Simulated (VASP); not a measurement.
# CdS (Hawleyite) (F-43m) in VASP: settings compared

Aim: see how the results for CdS (Hawleyite) move with the level of theory and the settings. Levels: PBE, PBEsol+D3(BJ). Tasks: single point.

All numbers are computed with VASP 6.6.1; they aren't measurements. Logs are shortened: lines on timing, memory, paths and dates and some standing lists are left out, and cuts for length are marked.

## (1) The cell of the first run

The structure is cubic, space group F-43m (No. 216). Conventional cell: a = 5.833 Å, b = 5.833 Å, c = 5.833 Å, α = 90.00°, β = 90.00°, γ = 90.00°. Cd (site symmetry -43m) has 4 S at 2.53 Å within 3.3 Å. Within 3.3 Å of S (site symmetry -43m) lie 4 Cd at 2.53 Å.

## (2) Single point, PBE

Input file INCAR:

```
SYSTEM = CdS
PREC     = Accurate       ! precision mode
ENCUT    = 520            ! plane-wave cutoff, eV
EDIFF    = 1E-6           ! SCF threshold, eV
ISMEAR   = -1             ! smearing method
SIGMA    = 0.05           ! smearing width, eV
LREAL    = .False.        ! projectors in reciprocal space
LASPH    = .True.         ! aspherical terms in the spheres
NELM     = 100            ! most SCF steps
ALGO     = Normal         ! electronic algorithm
ISIF     = 2              ! what is computed and relaxed
LWAVE    = .False.        ! write WAVECAR
LCHARG   = .False.        ! write CHGCAR
GGA      = PE             ! functional
NBANDS   = 16             ! bands
```

Input file KPOINTS:

```
Automatic mesh
0
Gamma
  6 6 6
  0 0 0
```

Input file POSCAR:

```
CdS
1.0
    0.0000000000      2.9165000000      2.9165000000
    2.9165000000      0.0000000000      2.9165000000
    2.9165000000      2.9165000000      0.0000000000
Cd S
1 1
Direct
    0.0000000000      0.0000000000      0.0000000000
    0.7500000000      0.7500000000      0.7500000000
```

Potentials or basis: VASP PAW PBE potentials, release 64 (Cd, S).

Launch:

```console
$ cat potpaw_PBE.64/Cd/POTCAR potpaw_PBE.64/S/POTCAR > POTCAR
$ mpirun -np 1 vasp_std > vasp.out
```

OUTCAR:

```text
SYSTEM = CdS
   PREC = Accurate
   ENCUT = 520
   EDIFF = 1E-6
   ISMEAR = -1
   LREAL = .False.
   LASPH = .True.
   NELM = 100
   ISIF = 2
   GGA = PE

 ion  position               nearest neighbor table
   1  0.000  0.000  0.000-   2 2.53   2 2.53   2 2.53   2 2.53
   2  0.750  0.750  0.750-   1 2.53   1 2.53   1 2.53   1 2.53

  LATTYP: Found a face centered cubic cell.
 ALAT       =     5.8330000000

  Lattice vectors:

 A1 = (   0.0000000000,   2.9165000000,   2.9165000000)
 A2 = (   2.9165000000,   0.0000000000,   2.9165000000)
 A3 = (   2.9165000000,   2.9165000000,   0.0000000000)

Analysis of symmetry for initial positions (statically):
=====================================================================
 Subroutine PRICEL returns:
 Original cell was already a primitive cell.

 Routine SETGRP: Setting up the symmetry group for a
 face centered cubic supercell.

 Subroutine GETGRP returns: Found 24 space group operations
 (whereof 24 operations were pure point group operations)
 out of a pool of 48 trial point group operations.

The static configuration has the point symmetry T_d .

Analysis of symmetry for dynamics (positions and initial velocities):
=====================================================================
 Subroutine PRICEL returns:
 Original cell was already a primitive cell.

 Routine SETGRP: Setting up the symmetry group for a
 face centered cubic supercell.

 Subroutine GETGRP returns: Found 24 space group operations
 (whereof 24 operations were pure point group operations)
 out of a pool of 48 trial point group operations.

The dynamic configuration has the point symmetry T_d .

 Subroutine INISYM returns: Found 24 space group operations
 (whereof 24 operations are pure point group operations),
 and found     1 'primitive' translations

----------------------------------------------------------------------------------------

                                     Primitive cell

  volume of cell :      49.6153

  direct lattice vectors                    reciprocal lattice vectors
     0.000000000  2.916500000  2.916500000    -0.171438368  0.171438368  0.171438368
     2.916500000  0.000000000  2.916500000     0.171438368 -0.171438368  0.171438368
     2.916500000  2.916500000  0.000000000     0.171438368  0.171438368 -0.171438368
[... 70 lines left out ...]
   LNONCOLLINEAR =      F non collinear calculations
   LSORBIT =      F    spin-orbit coupling
   LASPH  =      T    aspherical Exc in radial PAW
   ENCUT  =  520.0 eV  38.22 Ry    6.18 a.u.   7.67  7.67  7.67*2*pi/ulx,y,z
   NELM   =    100;   NELMIN=  2; NELMDL= -5     # of ELM steps
   EDIFF  = 0.1E-05   stopping-criterion for ELM
   LREAL  =      F    real-space projection
   EDIFFG = 0.1E-04   stopping-criterion for IOM
   NSW    =      0    number of steps for IOM
   IBRION =     -1    ionic relax: 0-MD 1-quasi-New 2-CG
   NFREE  =      0    steps in history (QN), initial steepest desc. (CG)
   ISIF   =      2    stress and relaxation
   ISYM   =      2    0-nonsym 1-usesym 2-fastsym
   POTIM  = 0.5000    time-step for ionic-motion
   TEBEG  =    0.0;   TEEND  =   0.0 temperature during run
   PSTRESS=    0.0 pullay stress
   NELECT =      18.0000    total number of electrons
   NUPDOWN=      -1.0000    fix difference up-down
   EMIN   =  10.00;   EMAX   =-10.00  energy-range for DOS
   EFERMI =   0.00;   METHOD = LEGACY
   ISMEAR =    -1;   SIGMA  =   0.05  broadening in eV -4-tet -1-fermi 0-gaus
   EFERMI_NEDOS =   21; number of points for ismear=-14 and -15
   IALGO  =     38    algorithm
   IMIX   =      4    mixing-type and parameters
     AMIX     =   0.40;   BMIX     =  1.00
     AMIX_MAG =   1.60;   BMIX_MAG =  1.00
  volume/ion in A,a.u.               =      24.81       167.41
  Fermi-wavevector in a.u.,A,eV,Ry     =   1.167599  2.206442 18.548649  1.363287
  Thomas-Fermi vector in A             =   2.304097
   LORBIT       =      0    0 simple, 1 ext, 2 COOP (PROOUT), +10 PAW based schemes
   GGA     = PE    functional components
   LHFCALC =     F    Hartree Fock is set to
   AEXX    =    0.0000 exact exchange contribution
   IVDW    =     0    specifies the selected vdW correction
   LEPSILON=     F    determine dielectric tensor
   LRPA    =     F    only Hartree local field effects (RPA)
 non-spin polarized calculation
  energy-cutoff  :      520.00
  volume of cell :       49.62
 maximum number of plane-waves:      1363
 NGX is ok and might be reduce to    32
   NGX = 15   NGY = 15   NGZ = 15

 number of electron      18.0000004 magnetization

 Free energy of the ion-electron system (eV)
  ---------------------------------------------------
  ext. energy  EPLUGINS =         0.00000000
  ---------------------------------------------------
  free energy    TOTEN  =        -6.11905974 eV

  energy without entropy =       -6.11905952  energy(sigma->0) =       -6.11905963

 E-fermi :   1.9206     XC(G=0):  -9.1488

 val. band max:        1.3165783060   @ k =   0.0000   0.0000   0.0000
 cond. band min:       2.4652480817   @ k =   0.0000   0.0000   0.0000
 fundamental gap:      1.1486697757
 Fermi energy:         1.9206118843

 k-point     1 :       0.0000    0.0000    0.0000
  band No.  band energies     occupation
      1     -11.0530      2.00000
      2      -6.4136      2.00000
      3      -6.4136      2.00000
      4      -6.4136      2.00000
      5      -5.9339      2.00000
      6      -5.9339      2.00000
[... 281 lines left out ...]
      3      -6.1407      2.00000
      4      -6.0117      2.00000
      5      -5.8918      2.00000
      6      -5.3468      2.00000
[... 8 lines left out ...]
     15      14.5185      0.00000
     16      14.6367      0.00000

------------------------ aborting loop because EDIFF is reached ----------------------------------------

  FORCE on cell =-STRESS in cart. coord.  units (eV):
  Direction    XX          YY          ZZ          XY          YZ          ZX
  --------------------------------------------------------------------------------------
  -------------------------------------------------------------------------------------
  Total        0.9959894      0.9959894      0.9959894      0.0000000     -0.0000000      0.0000000
  in kB       32.1624670     32.1624670     32.1624670      0.0000000     -0.0000000      0.0000000
  external PRESSURE =      32.1624670 kB  Pullay stress =       0.0000000 kB

 VOLUME and BASIS-vectors are now :
 -----------------------------------------------------------------------------
  energy-cutoff  :      520.00
  volume of cell :       49.62
      direct lattice vectors                 reciprocal lattice vectors
     0.000000000  2.916500000  2.916500000    -0.171438368  0.171438368  0.171438368
     2.916500000  0.000000000  2.916500000     0.171438368 -0.171438368  0.171438368
     2.916500000  2.916500000  0.000000000     0.171438368  0.171438368 -0.171438368

 POSITION                                       TOTAL-FORCE (eV/Angst)
 -----------------------------------------------------------------------------------
      0.00000      0.00000      0.00000         0.000000      0.000000      0.000000
      4.37475      4.37475      4.37475        -0.000000     -0.000000     -0.000000
 -----------------------------------------------------------------------------------
    total drift:                                0.000000      0.000000      0.000000

  FREE ENERGIE OF THE ION-ELECTRON SYSTEM (eV)
  ---------------------------------------------------
  free  energy   TOTEN  =        -6.1190597400 eV

  energy  without entropy=       -6.1190595219  energy(sigma->0) =       -6.11905963
```

stdout:

```text
POSCAR found type information on POSCAR CdS
 POSCAR found :  2 types and       2 ions
 scaLAPACK will be used
 LDA part: xc-table for (Slater+PW92), standard interpolation
 POSCAR, INCAR and KPOINTS ok, starting setup
 FFT: planning ... GRIDC
 FFT: planning ... GRID_SOFT
 FFT: planning ... GRID
 WAVECAR not read
 entering main loop
```

Run time: 18 s. Hardware: 1 thread of Intel Xeon 8259CL, shared host; peak memory 0.18 GiB.

What came out:

```
Free energy            : -6.1191 eV
Pressure               : 3.2 GPa
Band gap on the k mesh : 1.15 eV, direct
```

## (3) Single point, PBEsol+D3(BJ)

This run uses another cell than the first one, of 24.02 Å³/atom, 0.968 times its volume.

Input file INCAR:

```
SYSTEM = CdS
PREC = Accurate
ENCUT = 520
EDIFF = 1E-6
ISMEAR = -1
SIGMA = 0.05
LREAL = .False.
LASPH = .True.
NELM = 60
ALGO = Normal
ISIF = 2
LWAVE = .False.
LCHARG = .False.
GGA = PS
IVDW = 12
NBANDS = 16
```

Input file KPOINTS:

```
Automatic mesh
0
Gamma
  8 8 8
  0 0 0
```

Input file POSCAR:

```
CdS
1.0
    0.0000000000      2.8853103471      2.8853103471
    2.8853103471      0.0000000000      2.8853103471
    2.8853103471      2.8853103471      0.0000000000
Cd S
1 1
Direct
    0.0000000000      0.0000000000      0.0000000000
    0.7500000000      0.7500000000      0.7500000000
```

Potentials or basis: VASP PAW PBE potentials, release 64 (Cd, S).

Launch:

```console
$ cat potpaw_PBE.64/Cd/POTCAR potpaw_PBE.64/S/POTCAR > POTCAR
$ mpirun -np 1 vasp_std > vasp.out
```

OUTCAR:

```text
SYSTEM = CdS
   PREC = Accurate
   ENCUT = 520
   EDIFF = 1E-6
   ISMEAR = -1
   LREAL = .False.
   LASPH = .True.
   NELM = 60
   ISIF = 2
   GGA = PS
   IVDW = 12
 IVDW          = 12

 ion  position               nearest neighbor table
   1  0.000  0.000  0.000-   2 2.50   2 2.50   2 2.50   2 2.50
   2  0.750  0.750  0.750-   1 2.50   1 2.50   1 2.50   1 2.50

  LATTYP: Found a face centered cubic cell.
 ALAT       =     5.7706206942

  Lattice vectors:

 A1 = (   0.0000000000,   2.8853103471,   2.8853103471)
[... 642 lines left out ...]

 Edisp (eV)   -0.56227

 E8    (eV) :    -0.3556

  FORCE on cell =-STRESS in cart. coord.  units (eV):
  Direction    XX          YY          ZZ          XY          YZ          ZX
  --------------------------------------------------------------------------------------
  -------------------------------------------------------------------------------------
  Total       0.11761     0.11761     0.11761     0.00000     0.00000     0.00000
  in kB       3.92233     3.92233     3.92233     0.00000     0.00000     0.00000
  external pressure =        3.92 kB  Pullay stress =        0.00 kB

 VOLUME and BASIS-vectors are now :
 -----------------------------------------------------------------------------
  energy-cutoff  :      520.00
  volume of cell :       48.04
      direct lattice vectors                 reciprocal lattice vectors
     0.000000000  2.885310347  2.885310347    -0.173291584  0.173291584  0.173291584
     2.885310347  0.000000000  2.885310347     0.173291584 -0.173291584  0.173291584
     2.885310347  2.885310347  0.000000000     0.173291584  0.173291584 -0.173291584

 POSITION                                       TOTAL-FORCE (eV/Angst)
 -----------------------------------------------------------------------------------
      0.00000      0.00000      0.00000        -0.000000     -0.000000      0.000000
      4.32797      4.32797      4.32797         0.000000      0.000000     -0.000000
 -----------------------------------------------------------------------------------
    total drift:                                0.000001      0.000001      0.000001

  FREE ENERGIE OF THE ION-ELECTRON SYSTEM (eV)
  ---------------------------------------------------
  free  energy   TOTEN  =        -7.3640775069 eV

  energy  without entropy=       -7.3640772915  energy(sigma->0) =       -7.36407740
```

stdout:

```text
POSCAR found type information on POSCAR CdS
 POSCAR found :  2 types and       2 ions
 scaLAPACK will be used
 -----------------------------------------------------------------------------
|                                                                             |
|                                                                             |
|     You enforced a specific xc type in the INCAR file but a different       |
|     I HOPE YOU KNOW WHAT YOU ARE DOING!                                     |
|                                                                             |
 -----------------------------------------------------------------------------

 LDA part: xc-table for (Slater+PW92), standard interpolation
 POSCAR, INCAR and KPOINTS ok, starting setup
 FFT: planning ... GRIDC
 FFT: planning ... GRID_SOFT
 FFT: planning ... GRID
 WAVECAR not read
 entering main loop
```

It took 21 s on 1 thread of Intel Xeon 6975P-C, shared host; peak memory 0.19 GiB.

What came out:

| Quantity | Value |
| --- | --- |
| Free energy | -7.3641 eV |
| Pressure | 0.4 GPa |
| Band gap on the k mesh | 1.07 eV, direct |
| Dispersion energy per atom | -0.281 eV |

Caveat: the PAW data sets were made with another functional, which shifts forces and pressure a little. PBEsol gaps usually lie below the measured ones, often by a third to a half.

[end of part 1 of 2]
